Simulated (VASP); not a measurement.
# AgCl (I4/mmm) in VASP: notebook

The runs below take AgCl through electric field gradients, with PBE.

All numbers are computed with VASP 6.6.1; they aren't measurements. Logs are shortened: lines on timing, memory, paths and dates and some standing lists are left out, and cuts for length are marked.

### 1 The cell of the first run

The structure is tetragonal, space group I4/mmm (No. 139). Conventional cell: a = 3.922 Å, b = 3.922 Å, c = 5.602 Å, α = 90.00°, β = 90.00°, γ = 90.00°. Within 3.7 Å of Ag (site symmetry 4/mmm) lie 6 Cl at 2.77 to 2.80 Å. Cl (site symmetry 4/mmm) has 6 Ag at 2.77 to 2.80 Å within 3.7 Å.

### 2 Electric field gradients, PBE (zz strain of +1 %)

Contents of INCAR:

```
SYSTEM = AgCl
ALGO = Normal ; EDIFF = 1E-8
ENCUT = 520 ; GGA = PE
ISIF = 2 ; ISMEAR = -1
LASPH = .True. ; LCHARG = .False.
LEFG = .True. ; LREAL = .False.
LWAVE = .False. ; NBANDS = 16
NELM = 60 ; PREC = Accurate
SIGMA = 0.02
```

Contents of KPOINTS:

```
k-points
0
Gamma
  8 8 8
  0 0 0
```

Contents of POSCAR:

```
AgCl
1.0
    0.0000000000      2.7731500000      2.8008815000
    2.7731500000      0.0000000000      2.8008815000
    2.7731500000      2.7731500000      0.0000000000
Ag Cl
1 1
Direct
    0.5000000000      0.5000000000      0.5000000000
    0.0000000000      0.0000000000      0.0000000000
```

Potentials or basis: VASP PAW PBE potentials, release 64 (Ag, Cl).

Launch:

```
cat potpaw_PBE.64/Ag/POTCAR potpaw_PBE.64/Cl/POTCAR > POTCAR
mpirun -np 1 vasp_std > vasp.out
```

OUTCAR:

```text
SYSTEM = AgCl
   EDIFF = 1E-8
   ENCUT = 520
   GGA = PE
   ISIF = 2
   ISMEAR = -1
   LASPH = .True.
   LREAL = .False.
   NELM = 60
   PREC = Accurate

 ion  position               nearest neighbor table
   1  0.500  0.500  0.500-   2 2.77   2 2.77   2 2.77   2 2.77   2 2.80   2 2.80
   2  0.000  0.000  0.000-   1 2.77   1 2.77   1 2.77   1 2.77   1 2.80   1 2.80

  LATTYP: Found a body centered tetragonal cell.
 ALAT       =     3.9218263405
 C/A-ratio  =     1.4283556980

  Lattice vectors:

 A1 = (  -2.7731500000,   0.0000000000,   2.8008815000)
 A2 = (   2.7731500000,   0.0000000000,   2.8008815000)
 A3 = (   0.0000000000,   2.7731500000,  -2.8008815000)

Analysis of symmetry for initial positions (statically):
=====================================================================
 Subroutine PRICEL returns:
 Original cell was already a primitive cell.

 Routine SETGRP: Setting up the symmetry group for a
 body centered tetragonal supercell.

 Subroutine GETGRP returns: Found 16 space group operations
 (whereof 16 operations were pure point group operations)
 out of a pool of 16 trial point group operations.

The static configuration has the point symmetry D_4h.

Analysis of symmetry for dynamics (positions and initial velocities):
=====================================================================
 Subroutine PRICEL returns:
 Original cell was already a primitive cell.

 Routine SETGRP: Setting up the symmetry group for a
 body centered tetragonal supercell.

 Subroutine GETGRP returns: Found 16 space group operations
 (whereof 16 operations were pure point group operations)
 out of a pool of 16 trial point group operations.

The dynamic configuration has the point symmetry D_4h.

 Subroutine INISYM returns: Found 16 space group operations
 (whereof 16 operations are pure point group operations),
 and found     1 'primitive' translations

----------------------------------------------------------------------------------------

                                     Primitive cell

  volume of cell :      43.0796

  direct lattice vectors                    reciprocal lattice vectors
     0.000000000  2.773150000  2.800881500    -0.180300380  0.180300380  0.178515228
     2.773150000  0.000000000  2.800881500     0.180300380 -0.180300380  0.178515228
     2.773150000  2.773150000  0.000000000     0.180300380  0.180300380 -0.178515228

  length of vectors
     3.941484251  3.941484251  3.921826340     0.311262174  0.311262174  0.311262174

  position of ions in fractional coordinates (direct lattice)
     0.500000000  0.500000000  0.500000000
     0.000000000  0.000000000  0.000000000

  ion indices of the primitive-cell ions
   primitive index   ion index
                 1           1
                 2           2

----------------------------------------------------------------------------------------

 KPOINTS: k-points

Automatic generation of k-mesh.
 Grid dimensions read from file:
 generate k-points for:    8    8    8

 Generating k-lattice:

  Cartesian coordinates                     Fractional coordinates (reciprocal lattice)
    -0.022537548  0.022537548  0.022314404     0.125000000  0.000000000  0.000000000
     0.022537548 -0.022537548  0.022314404     0.000000000  0.125000000  0.000000000
     0.022537548  0.022537548 -0.022314404    -0.000000000 -0.000000000  0.125000000

  Length of vectors
     0.038907772  0.038907772  0.038907772

  Shift w.r.t. Gamma in fractional coordinates (k-lattice)
     0.000000000  0.000000000  0.000000000

 Subroutine IBZKPT returns following result:
 ===========================================

 Found     59 irreducible k-points:

 Following reciprocal coordinates:
            Coordinates               Weight
  0.000000  0.000000  0.000000      1.000000
  0.125000  0.000000  0.000000      8.000000
  0.250000  0.000000  0.000000      8.000000
  0.375000  0.000000  0.000000      8.000000
  0.500000  0.000000  0.000000      4.000000
  0.125000  0.125000  0.000000      2.000000
[... 16 lines left out ...]
  0.250000  0.000000  0.125000     16.000000
  0.375000  0.000000  0.125000     16.000000
 [... further k-points ...]
   k-points           NKPTS =     59   k-points in BZ     NKDIM =     59   number of bands    NBANDS=     16
   number of dos      NEDOS =    301   number of ions     NIONS =      2
   total plane-waves  NPLWV =  27000
   dimension x,y,z NGX =    30 NGY =   30 NGZ =   30
   dimension x,y,z NGXF=    60 NGYF=   60 NGZF=   60
   ions per type =               1   1
   NGX,Y,Z   is equivalent  to a cutoff of  12.65, 12.65, 12.72 a.u.
   NGXF,Y,Z  is equivalent  to a cutoff of  25.31, 25.31, 25.43 a.u.
 SYSTEM =  AgCl
   PREC   = accura    normal or accurate (medium, high low for compatibility)
   ISTART =      0    job   : 0-new  1-cont  2-samecut
   ICHARG =      2    charge: 1-file 2-atom 10-const
   ISPIN  =      1    spin polarized calculation?
   LNONCOLLINEAR =      F non collinear calculations
   LSORBIT =      F    spin-orbit coupling
   LASPH  =      T    aspherical Exc in radial PAW
   ENCUT  =  520.0 eV  38.22 Ry    6.18 a.u.   7.33  7.33  7.29*2*pi/ulx,y,z
   NELM   =     60;   NELMIN=  2; NELMDL= -5     # of ELM steps
   EDIFF  = 0.1E-07   stopping-criterion for ELM
   LREAL  =      F    real-space projection
   EDIFFG = 0.1E-06   stopping-criterion for IOM
   NSW    =      0    number of steps for IOM
   IBRION =     -1    ionic relax: 0-MD 1-quasi-New 2-CG
   NFREE  =      0    steps in history (QN), initial steepest desc. (CG)
   ISIF   =      2    stress and relaxation
   ISYM   =      2    0-nonsym 1-usesym 2-fastsym
   POTIM  = 0.5000    time-step for ionic-motion
   TEBEG  =    0.0;   TEEND  =   0.0 temperature during run
   PSTRESS=    0.0 pullay stress
   NELECT =      18.0000    total number of electrons
   NUPDOWN=      -1.0000    fix difference up-down
   EMIN   =  10.00;   EMAX   =-10.00  energy-range for DOS
   EFERMI =   0.00;   METHOD = LEGACY
   ISMEAR =    -1;   SIGMA  =   0.02  broadening in eV -4-tet -1-fermi 0-gaus
   EFERMI_NEDOS =   21; number of points for ismear=-14 and -15
   IALGO  =     38    algorithm
   IMIX   =      4    mixing-type and parameters
     AMIX     =   0.40;   BMIX     =  1.00
     AMIX_MAG =   1.60;   BMIX_MAG =  1.00
  volume/ion in A,a.u.               =      21.54       145.36
  Fermi-wavevector in a.u.,A,eV,Ry     =   1.223888  2.312814 20.380208  1.497903
  Thomas-Fermi vector in A             =   2.358983
   LORBIT       =      0    0 simple, 1 ext, 2 COOP (PROOUT), +10 PAW based schemes
   GGA     = PE    functional components
   LHFCALC =     F    Hartree Fock is set to
   AEXX    =    0.0000 exact exchange contribution
   IVDW    =     0    specifies the selected vdW correction
   LEPSILON=     F    determine dielectric tensor
   LRPA    =     F    only Hartree local field effects (RPA)
 non-spin polarized calculation
  energy-cutoff  :      520.00
  volume of cell :       43.08
 maximum number of plane-waves:      1179
 NGX is ok and might be reduce to    30
   NGX = 15   NGY = 15   NGZ = 15

 number of electron      18.0000003 magnetization

 Free energy of the ion-electron system (eV)
  ---------------------------------------------------
  ext. energy  EPLUGINS =         0.00000000
  ---------------------------------------------------
  free energy    TOTEN  =        -5.39770541 eV

  energy without entropy =       -5.39770541  energy(sigma->0) =       -5.39770541

 E-fermi :   4.1733     XC(G=0):  -9.9129

 val. band max:        3.7227259053   @ k =   0.5000   0.0000   0.0000
 cond. band min:       4.6040975291   @ k =   0.0000   0.0000   0.0000
 fundamental gap:      0.8813716238
 Fermi energy:         4.1732529601

 k-point     1 :       0.0000    0.0000    0.0000
  band No.  band energies     occupation
      1     -11.3908      2.00000
      2       1.2763      2.00000
      3       1.2996      2.00000
      4       1.2996      2.00000
      5       1.3311      2.00000
      6       1.3333      2.00000
[... 8 lines left out ...]
     15      16.7966      0.00000
     16      17.0277      0.00000

 k-point     2 :       0.1250    0.0000    0.0000
  band No.  band energies     occupation
      1     -11.3325      2.00000
      2       0.5903      2.00000
      3       0.6402      2.00000
      4       0.6639      2.00000
      5       1.3396      2.00000
      6       1.3505      2.00000
[... 8 lines left out ...]
     15      15.7515      0.00000
     16      16.4176      0.00000

 k-point     3 :       0.2500    0.0000    0.0000
  band No.  band energies     occupation
      1     -11.1861      2.00000
      2      -0.4213      2.00000
      3       0.0711      2.00000
      4       0.0994      2.00000
      5       1.4652      2.00000
      6       1.4700      2.00000
[... 8 lines left out ...]
     15      15.9666      0.00000
     16      16.2763      0.00000

 k-point     4 :       0.3750    0.0000    0.0000
  band No.  band energies     occupation
      1     -11.0306      2.00000
      2      -1.1855      2.00000
      3      -0.2910      2.00000
      4      -0.2596      2.00000
      5       1.5940      2.00000
      6       1.5961      2.00000
[... 8 lines left out ...]
     15      16.8148      0.00000
     16      16.8619      0.00000
[... 324 lines left out ...]
 k-point    22 :       0.1250    0.0000    0.1250
  band No.  band energies     occupation
      1     -11.3142      2.00000
      2       0.0965      2.00000
      3       0.9122      2.00000
      4       0.9432      2.00000
      5       1.2521      2.00000
      6       1.3600      2.00000
[... 8 lines left out ...]
     15      17.5871      0.00000
     16      17.7570      0.00000

 k-point    23 :       0.2500    0.0000    0.1250
  band No.  band energies     occupation
      1     -11.2019      2.00000
      2      -0.4681      2.00000
      3       0.3818      2.00000
      4       0.4614      2.00000
      5       1.3141      2.00000
      6       1.4862      2.00000
[... 8 lines left out ...]
     15      17.1191      0.00000
     16      17.6889      0.00000

 k-point    24 :       0.3750    0.0000    0.1250
  band No.  band energies     occupation
      1     -11.0549      2.00000
      2      -0.9765      2.00000
      3      -0.1860      2.00000
      4      -0.0189      2.00000
      5       1.4538      2.00000
      6       1.6197      2.00000
[... 8 lines left out ...]
     15      17.4977      0.00000
     16      17.6441      0.00000

 [... further k-points ...]

------------------------ aborting loop because EDIFF is reached ----------------------------------------

  FORCE on cell =-STRESS in cart. coord.  units (eV):
  Direction    XX          YY          ZZ          XY          YZ          ZX
  --------------------------------------------------------------------------------------
  -------------------------------------------------------------------------------------
  Total        0.2878814      0.2878814      0.2298728      0.0000000     -0.0000000      0.0000000
  in kB       10.7066267     10.7066267      8.5492248      0.0000000     -0.0000000      0.0000000
  external PRESSURE =       9.9874928 kB  Pullay stress =       0.0000000 kB

 VOLUME and BASIS-vectors are now :
 -----------------------------------------------------------------------------
  energy-cutoff  :      520.00
  volume of cell :       43.08
      direct lattice vectors                 reciprocal lattice vectors
     0.000000000  2.773150000  2.800881500    -0.180300380  0.180300380  0.178515228
     2.773150000  0.000000000  2.800881500     0.180300380 -0.180300380  0.178515228
     2.773150000  2.773150000  0.000000000     0.180300380  0.180300380 -0.178515228

 POSITION                                       TOTAL-FORCE (eV/Angst)
 -----------------------------------------------------------------------------------
      2.77315      2.77315      2.80088         0.000000      0.000000      0.000000
      0.00000      0.00000      0.00000         0.000000      0.000000     -0.000000
 -----------------------------------------------------------------------------------
    total drift:                                0.000000      0.000000      0.000000

  FREE ENERGIE OF THE ION-ELECTRON SYSTEM (eV)
  ---------------------------------------------------
  free  energy   TOTEN  =        -5.3977054143 eV

  energy  without entropy=       -5.3977054143  energy(sigma->0) =       -5.39770541

 Electric field gradients (V/A^2)
---------------------------------------------------------------------
 ion       V_xx      V_yy      V_zz      V_xy      V_xz      V_yz
---------------------------------------------------------------------
   1      -2.793    -2.793     5.586    -0.000     0.000     0.000
   2       2.437     2.437    -4.874    -0.000    -0.000    -0.000
---------------------------------------------------------------------

 Electric field gradients after diagonalization (V/A^2)
 (convention: |V_zz| > |V_xx| > |V_yy|)
----------------------------------------------------------------------
 ion       V_xx      V_yy      V_zz     asymmetry (V_yy - V_xx)/ V_zz
----------------------------------------------------------------------
   1      -2.793    -2.793     5.586       0.000
   2       2.437     2.436    -4.874       0.000
----------------------------------------------------------------------

           NMR quadrupolar parameters

 Cq : quadrupolar parameter    Cq=e*Q*V_zz/h
 eta: asymmetry parameters     (V_yy - V_xx)/ V_zz
 Q  : nuclear electric quadrupole moment in mb (millibarn)
----------------------------------------------------------------------
 ion       Cq(MHz)       eta       Q (mb)
----------------------------------------------------------------------
   1       0.014       0.000       1.000
   2      -0.012       0.000       1.000
----------------------------------------------------------------------
```

It took 70 s on 1 thread of Intel Xeon 8259CL, shared host; peak memory 0.19 GiB.

What came out:

```
Free energy                             : -5.3977 eV
Pressure                                : 1.0 GPa
Band gap on the k mesh                  : 0.88 eV (least direct gap 3.15 eV)
Largest electric field gradient by atom : Ag +5.6; Cl -4.9 V/Å²
```

Stress tensor (GPa, compression positive):
```
1.07 0.00 0.00
0.00 1.07 0.00
0.00 0.00 0.85
```

Levels at points of the mesh, in eV from the valence-band top:
| k point | band 6 | band 7 | band 8 | band 9 | band 10 | band 11 | band 12 | band 13 |
| --- | --- | --- | --- | --- | --- | --- | --- | --- |
| (0.00, 0.00, 0.00) | -2.39 | -2.32 | -2.32 | -2.29 | 0.88 | 10.81 | 10.84 | 10.84 |
| (0.50, 0.00, 0.00) | -2.07 | -1.77 | -0.06 | 0.00 | 4.24 | 6.45 | 7.61 | 7.71 |
| (0.50, 0.50, 0.00) | -2.21 | -1.96 | -1.96 | -1.88 | 2.37 | 8.05 | 8.50 | 11.48 |
| (0.50, 0.00, 0.50) | -2.20 | -1.96 | -1.95 | -1.88 | 2.37 | 7.99 | 8.60 | 11.33 |

Electric field gradients, principal values (V/Å²):
```tsv
atom	least	middle	greatest (by size)
1 Ag	-2.793	-2.793	5.586
2 Cl	2.436	2.437	-4.874
```

Caveat: the cell differs from its parent crystal (zz strain of +1 %); without QUAD_EFG the Cq values of the log hold for a quadrupole moment of 1 mb, not for the nuclei. A k mesh can miss the band edges.

[end of part 1 of 2]
